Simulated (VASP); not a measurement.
# PbS (P1) in VASP: further runs

The runs below take PbS through single point, with PBE+D3(BJ).

All numbers are computed with VASP 6.6.1; they aren't measurements. Logs are shortened: lines on timing, memory, paths and dates and some standing lists are left out, and cuts for length are marked.

**1. The cell of the first run**

The typed cell holds 16 atoms: a = 7.564 Å, b = 7.564 Å, c = 8.705 Å, α = 90.00°, β = 90.00°, γ = 109.47°.

**2. Single point, PBE+D3(BJ)**

Contents of INCAR:

```
ALGO     = Normal         # electronic algorithm
EDIFF    = 1E-7           # SCF threshold, eV
ENCUT    = 520            # plane-wave cutoff, eV
GGA      = PE             # functional
ISIF     = 2              # what is computed and relaxed
ISMEAR   = -1             # smearing method
IVDW     = 12             # dispersion correction
LASPH    = T              # aspherical terms in the spheres
LCHARG   = F              # write CHGCAR
LREAL    = Auto         
LWAVE    = F              # write WAVECAR
NBANDS   = 94             # bands
NELM     = 80             # most SCF steps
PREC     = Accurate       # precision mode
SIGMA    = 0.2241         # smearing width, eV
```

Contents of KPOINTS:

```
Automatic mesh
0
Gamma
  2 2 2
  0.5 0.5 0.5
```

Contents of POSCAR:

```
PbS
1.0
    0.0000000000      4.3670684196     -6.1756104229
    0.0000000000      4.3670684196      6.1756104229
    8.7054184037      0.0000000000      0.0000000000
Pb S
8 8
Direct
    1.0123048466      0.7512885438      0.1363120008
    0.4892373759      0.2333153063      0.1290596210
    0.0135082559      0.7500197404      0.6110759705
    0.4860686227      0.2130994934      0.6372231342
    0.0288912550      0.2465324124      0.8953221590
    0.4996048676      0.7301205418      0.8794042566
    0.9974578556      0.2560901711      0.3621442249
    0.5110447029      0.7535789461      0.3935273230
    0.7472425749      0.5436840739      0.8993645839
    0.2538952893     -0.0229259288      0.8916914317
    0.7126667782      0.5287529750      0.3861336520
    0.1724276892      1.0286013527      0.3818765332
    0.2300755206      0.4815444271      0.1353809714
    0.7079106166      0.9844102471      0.1328017731
    0.2495857888      0.4792688327      0.6029058865
    0.7291239315      0.0301206421      0.6610219903
```

Potentials or basis: VASP PAW PBE potentials, release 64 (Pb_d, S).

Launch:

```bash
> cat potpaw_PBE.64/Pb_d/POTCAR potpaw_PBE.64/S/POTCAR > POTCAR
> mpirun -np 1 vasp_std > vasp.out
```

OUTCAR:

```text
EDIFF = 1E-7
   ENCUT = 520
   GGA = PE
   ISIF = 2
   ISMEAR = -1
   IVDW = 12
   LASPH = T
   LREAL = Auto
   NELM = 80
   PREC = Accurate
 IVDW          = 12

 ion  position               nearest neighbor table
   1  0.012  0.751  0.136-   9 2.94  10 2.95  12 2.96  13 3.02  11 3.19  14 3.33   3 4.13
   2  0.489  0.233  0.129-  14 2.89  10 2.98  13 3.13   9 3.20  11 3.22  12 3.24   5 4.06
   3  0.014  0.750  0.611-  12 2.86  11 3.05  15 3.13  10 3.18   9 3.27   4 4.09   1 4.13
   4  0.486  0.213  0.637-  16 2.65  10 3.01  15 3.12  12 3.21  11 3.27   3 4.09   8 4.13
   5  0.029  0.247  0.895-  13 2.84  10 3.06  16 3.08  15 3.23  14 3.30   2 4.06   7 4.07
   6  0.500  0.730  0.879-   9 2.70  14 3.00  16 3.03  10 3.04  13 3.18  15 3.25
   7  0.997  0.256  0.362-  12 2.50  13 2.81  15 2.96  14 3.16  16 3.39  11 3.45   5 4.07
   8  0.511  0.754  0.394-  11 2.64  14 2.95  15 2.97  16 3.20  13 3.30   4 4.13
   9  0.747  0.544  0.899-   6 2.70   1 2.94   2 3.20   3 3.27
  10  0.254  0.977  0.892-   1 2.95   2 2.98   4 3.01   6 3.04   5 3.06   3 3.18
  11  0.713  0.529  0.386-   8 2.64   3 3.05   1 3.19   2 3.22   4 3.27   7 3.45
  12  0.172  0.029  0.382-   7 2.50   3 2.86   1 2.96   4 3.21   2 3.24
  13  0.230  0.482  0.135-   7 2.81   5 2.84   1 3.02   2 3.13   6 3.18   8 3.30
  14  0.708  0.984  0.133-   2 2.89   8 2.95   6 3.00   7 3.16   5 3.30   1 3.33
  15  0.250  0.479  0.603-   7 2.96   8 2.97   4 3.12   3 3.13   5 3.23   6 3.25
  16  0.729  0.030  0.661-   4 2.65   6 3.03   5 3.08   8 3.20   7 3.39

  LATTYP: Found a base centered orthorhombic cell.
 ALAT       =     8.7341368392
 B/A-ratio  =     1.4141318224
 C/A-ratio  =     0.9967119320

  Lattice vectors:

 A1 = (   0.0000000000,   4.3670684196,  -6.1756104229)
 A2 = (   0.0000000000,   4.3670684196,   6.1756104229)
 A3 = (   8.7054184037,   0.0000000000,   0.0000000000)

Analysis of symmetry for initial positions (statically):
=====================================================================
 Subroutine PRICEL returns:
 Original cell was already a primitive cell.

 Routine SETGRP: Setting up the symmetry group for a
 base centered orthorhombic supercell.

 Subroutine GETGRP returns: Found  1 space group operations
 (whereof  1 operations were pure point group operations)
 out of a pool of  8 trial point group operations.

The static configuration has the point symmetry C_1 .

Analysis of symmetry for dynamics (positions and initial velocities):
=====================================================================
 Subroutine PRICEL returns:
 Original cell was already a primitive cell.

 Routine SETGRP: Setting up the symmetry group for a
 base centered orthorhombic supercell.

 Subroutine GETGRP returns: Found  1 space group operations
[... 120 lines left out ...]
   PSTRESS=    0.0 pullay stress
   NELECT =     160.0000    total number of electrons
   NUPDOWN=      -1.0000    fix difference up-down
   EMIN   =  10.00;   EMAX   =-10.00  energy-range for DOS
   EFERMI =   0.00;   METHOD = LEGACY
   ISMEAR =    -1;   SIGMA  =   0.22  broadening in eV -4-tet -1-fermi 0-gaus
   EFERMI_NEDOS =   21; number of points for ismear=-14 and -15
   IALGO  =     38    algorithm
   IMIX   =      4    mixing-type and parameters
     AMIX     =   0.40;   BMIX     =  1.00
     AMIX_MAG =   1.60;   BMIX_MAG =  1.00
  volume/ion in A,a.u.               =      29.35       198.05
  Fermi-wavevector in a.u.,A,eV,Ry     =   1.143453  2.160813 17.789410  1.307485
  Thomas-Fermi vector in A             =   2.280148
   LORBIT       =      0    0 simple, 1 ext, 2 COOP (PROOUT), +10 PAW based schemes
   GGA     = PE    functional components
   LHFCALC =     F    Hartree Fock is set to
   AEXX    =    0.0000 exact exchange contribution
   IVDW    =    12    specifies the selected vdW correction
   LEPSILON=     F    determine dielectric tensor
   LRPA    =     F    only Hartree local field effects (RPA)
 non-spin polarized calculation
  energy-cutoff  :      520.00
  volume of cell :      469.56
 maximum number of plane-waves:     12642
   NGX = 29   NGY = 29   NGZ = 33

 number of electron     160.0000002 magnetization

 Free energy of the ion-electron system (eV)
  ---------------------------------------------------
  ext. energy  EPLUGINS =         0.00000000
  ---------------------------------------------------
  free energy    TOTEN  =       -68.51352638 eV

  energy without entropy =      -68.33045021  energy(sigma->0) =      -68.42198830

 E-fermi :   4.8219     XC(G=0):  -9.1107

 val. band max:        3.9753759407   @ k =   0.2500   0.2500   0.2500
 cond. band min:       5.6318273661   @ k =  -0.2500  -0.2500   0.2500
 fundamental gap:      1.6564514254
 Fermi energy:         4.8218938832

 k-point     1 :       0.2500    0.2500    0.2500
  band No.  band energies     occupation
      1     -12.5142      2.00000
      2     -12.5123      2.00000
      3     -12.5043      2.00000
      4     -12.4869      2.00000
      5     -12.4790      2.00000
      6     -12.4767      2.00000
[... 369 lines left out ...]
     91       7.6599      0.00001
     92       7.7279      0.00000
 [bands above 92 left out]

------------------------ aborting loop because EDIFF is reached ----------------------------------------

 Edisp (eV)   -5.12408

 E8    (eV) :    -2.3235

  FORCE on cell =-STRESS in cart. coord.  units (eV):
  Direction    XX          YY          ZZ          XY          YZ          ZX
  --------------------------------------------------------------------------------------
  -------------------------------------------------------------------------------------
  Total      -8.88719    -9.32922     0.52114    -0.09265    -0.24012     0.07231
  in kB     -30.32394   -31.83219     1.77817    -0.31612    -0.81930     0.24674
  external pressure =      -20.13 kB  Pullay stress =        0.00 kB

 VOLUME and BASIS-vectors are now :
 -----------------------------------------------------------------------------
  energy-cutoff  :      520.00
  volume of cell :      469.56
      direct lattice vectors                 reciprocal lattice vectors
     0.000000000  4.367068420 -6.175610423     0.000000000  0.114493283 -0.080963656
     0.000000000  4.367068420  6.175610423     0.000000000  0.114493283  0.080963656
     8.705418404  0.000000000  0.000000000     0.114870987  0.000000000  0.000000000

 POSITION                                       TOTAL-FORCE (eV/Angst)
 -----------------------------------------------------------------------------------
      1.18665      3.33466      4.56368        -0.265578     -0.527515      0.081065
      1.12352      3.15544     -1.58048        -0.092941      0.384826     -0.185602
      5.31967      3.33438      4.54841         0.317375     -0.581582     -0.099882
      5.54729      3.05331     -1.68575         0.049250      0.445244      0.446627
      7.79415      1.20279      1.34407        -0.412916     -0.364114      0.136590
      7.65558      5.37030      1.42358         0.014334      0.281923      0.098085
[... 8 lines left out ...]
      5.24855      3.18296      1.41843         0.601010     -0.114675      0.950231
      5.75447      3.31567     -4.31677        -0.222079     -0.218032     -0.817999
 -----------------------------------------------------------------------------------
    total drift:                               -0.000138     -0.000893     -0.001748

  FREE ENERGIE OF THE ION-ELECTRON SYSTEM (eV)
  ---------------------------------------------------
  free  energy   TOTEN  =       -73.6376054627 eV

  energy  without entropy=      -73.4545292940  energy(sigma->0) =      -73.54606738
```

stdout:

```text
POSCAR found type information on POSCAR PbS
 POSCAR found :  2 types and      16 ions
 scaLAPACK will be used
 LDA part: xc-table for (Slater+PW92), standard interpolation
 POSCAR, INCAR and KPOINTS ok, starting setup
 FFT: planning ... GRIDC
 FFT: planning ... GRID_SOFT
 FFT: planning ... GRID
 WAVECAR not read
 entering main loop
```

It took 3.1 min on 1 thread of Intel Xeon 6975P-C (Granite Rapids), shared host; peak memory 0.51 GiB.

What came out:

```
Free energy                : -73.6376 eV
Pressure                   : -2.0 GPa
Largest force              : 1.960 eV/Å
Band gap on the k mesh     : 1.66 eV (least direct gap 1.68 eV)
Dispersion energy per atom : -0.320 eV
```

Forces in eV/Å, atoms in the order of the input:
```
Pb  -0.266 -0.528  0.081
Pb  -0.093  0.385 -0.186
Pb   0.317 -0.582 -0.100
Pb   0.049  0.445  0.447
Pb  -0.413 -0.364  0.137
Pb   0.014  0.282  0.098
Pb   0.389 -0.058  1.465
Pb  -0.008 -0.084  0.138
S   -0.131 -0.315 -0.729
S   -0.034  0.058  0.845
S    0.129  0.277 -0.595
S    0.129  0.145 -1.950
S   -0.166  0.299  0.360
S   -0.296  0.371 -0.143
S    0.601 -0.115  0.950
S   -0.222 -0.218 -0.818
```

Levels at points of the mesh, in eV from the valence-band top:
```csv
k point,band 78,band 79,band 80,band 81,band 82,band 83
"(0.25, 0.25, 0.25)",-0.28,-0.16,0.00,1.68,1.89,2.04
```

Caveat: the atoms stand as in a frame of molecular dynamics; spin-orbit coupling is left out, which moves the levels of the heavy elements; a shifted mesh leaves out Γ, where band edges can lie; forces of over 1 eV/Å act on the atoms, so gaps and moduli don't describe the material at rest. A k mesh can miss the band edges.

**3. Single point, PBE+D3(BJ)**

Contents of INCAR:

```
SYSTEM = PbS
PREC = Accurate
ENCUT = 520
EDIFF = 1E-7
ISMEAR = -1
SIGMA = 0.2241
LREAL = Auto
LASPH = .TRUE.
NELM = 100
ALGO = Normal
ISIF = 2
LWAVE = .FALSE.
LCHARG = .FALSE.
GGA = PE
IVDW = 12
NBANDS = 94
```

KPOINTS is that of step 2.

Contents of POSCAR:

```
PbS
1.0
    0.0000000000      4.3670684196     -6.1756104229
    0.0000000000      4.3670684196      6.1756104229
    8.7054184037      0.0000000000      0.0000000000
Pb S
8 8
Direct
    1.0042933303      0.7551226581      0.1384109234
    0.4704423525      0.2135054845      0.1272031910
    0.0047345304      0.7257507045      0.5829182200
    0.4844109393      0.2255971719      0.6528067620
    0.0540906505      0.2590436695      0.9053121441
    0.5080781504      0.7155447670      0.9000425524
    0.9780732279      0.3046442525      0.3597833964
    0.5104564908      0.7446793288      0.3706798284
    0.7219451637      0.5171961732      0.9224920191
    0.1944899072     -0.0106988779      0.9005630329
    0.6669998833      0.4935232670      0.4086240127
    0.1575620297      0.9811018341      0.4079730388
    0.2061753200      0.4598467618      0.1616063622
    0.7051876209      0.9743271692      0.1322963408
    0.2257399578      0.4419537259      0.6364523499
    0.7664106405      0.0255389393      0.6876062381
```

Potentials or basis: VASP PAW PBE potentials, release 64 (Pb_d, S).

Launch:

```bash
> cat potpaw_PBE.64/Pb_d/POTCAR potpaw_PBE.64/S/POTCAR > POTCAR
> mpirun -np 1 vasp_std > vasp.out
```

It took 2.6 min on 1 thread of Intel Xeon 6975P-C (Granite Rapids), shared host; peak memory 0.51 GiB.

The run converged. Its results:

| Item | Value |
| --- | --- |
| Free energy | -72.2120 eV |
| Pressure | 0.1 GPa |
| Largest force | 2.722 eV/Å |
| Band gap on the k mesh | 1.24 eV (least direct gap 1.27 eV) |
| Dispersion energy per atom | -0.320 eV |

Forces in eV/Å, atoms in the order of the input:
```
Pb  -0.363 -0.263  0.363
Pb   0.042  0.388 -0.211
Pb   2.010 -1.273  0.166
Pb  -0.115  0.196 -0.291
Pb  -1.396 -1.321  1.364
Pb  -0.775  0.618  1.014
Pb   1.903 -1.886 -0.481
Pb   0.499  0.005  0.904
S    0.067 -0.574 -1.088
S    0.236  0.113 -1.112
S   -0.221  0.253 -1.062
S   -1.400  1.681  0.150
S   -0.523  2.287  0.010
S    0.299  0.218 -0.140
S   -0.112  0.352  0.419
S   -0.149 -0.795 -0.003
```

Stress tensor (GPa, compression positive):
```
 0.21 -1.30  0.51
-1.30 -0.67 -0.01
 0.51 -0.01  0.68
```

Levels at points of the mesh, in eV from the valence-band top:
```csv
k point,band 78,band 79,band 80,band 81,band 82,band 83
"(0.25, 0.25, 0.25)",-0.34,-0.25,0.00,1.32,1.58,1.87
```

Caveat: the atoms stand as in a frame of molecular dynamics; spin-orbit coupling is left out, which moves the levels of the heavy elements; a shifted mesh leaves out Γ, where band edges can lie; forces of over 1 eV/Å act on the atoms, so gaps and moduli don't describe the material at rest. A k mesh can miss the band edges.
